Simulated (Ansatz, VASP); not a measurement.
**B in VASP and in Ansatz**

Contents of INCAR:

```
PREC     = Accurate       # precision mode
ENCUT    = 520            # plane-wave cutoff, eV
EDIFF    = 1E-6           # SCF threshold, eV
ISMEAR   = -1             # smearing method
SIGMA    = 0.1            # smearing width, eV
LREAL    = False          # projectors in reciprocal space
LASPH    = True           # aspherical terms in the spheres
NELM     = 60             # most SCF steps
ALGO     = Normal         # electronic algorithm
ISIF     = 2              # what is computed and relaxed
LWAVE    = False          # write WAVECAR
LCHARG   = False          # write CHGCAR
GGA      = PE             # functional
NBANDS   = 10             # bands
```

KPOINTS

```
Automatic mesh
0
Gamma
  22 22 22
```

File POSCAR:

```
B
1.0
    0.0000000000      1.9706543252      1.9706543252
    1.9706543252      0.0000000000      1.9706543252
    1.9706543252      1.9706543252      0.0000000000
B
2
Direct
    0.1250000000      0.1250000000      0.1250000000
    0.8750000000      0.8750000000      0.8750000000
```

Input for Ansatz:

```yaml
crystal:
  lattice:
    - [0.0, 1.9706543252, 1.9706543252]
    - [1.9706543252, 0.0, 1.9706543252]
    - [1.9706543252, 1.9706543252, 0.0]
  atoms:
    - { symbol: B, position: [0.125, 0.125, 0.125] }
    - { symbol: B, position: [0.875, 0.875, 0.875] }
hamiltonian:
  xc: pbe
  pseudopotentials:
    kind: paw
    azcp:
      B: "pseudopotentials/B.paw.azcp"
basis:
  ecutwfc: 420
  fft_grid_basis: typed
kpoints:
  mp_grid: { grid: [22, 22, 22], shift: [0, 0, 0] }
magnetization:
  spin_polarized: false
scf:
  occupations: { method: fermi_dirac, width: 0.1 }
output:
  stress: true
```

Alike in both runs: task single point; functional PBE; k mesh 22 × 22 × 22; occupations fermi-dirac, width 0.1 eV; no spin polarisation.

```csv
,VASP,Ansatz
version,VASP 6.6.1,Ansatz 0.2.0
potentials or method,"VASP PAW PBE potentials, release 64 (B), cutoff 520 eV","plane waves (420 eV) with PAW, scalar-relativistic"
valence electrons in the cell,6,6
```

|  | VASP | Ansatz | Ansatz less VASP |
| --- | --- | --- | --- |
| pressure (GPa) | 17.1 | 17.0 | -0.05 |

With one functional, cell and mesh, what is left measures potentials, basis and numerics.
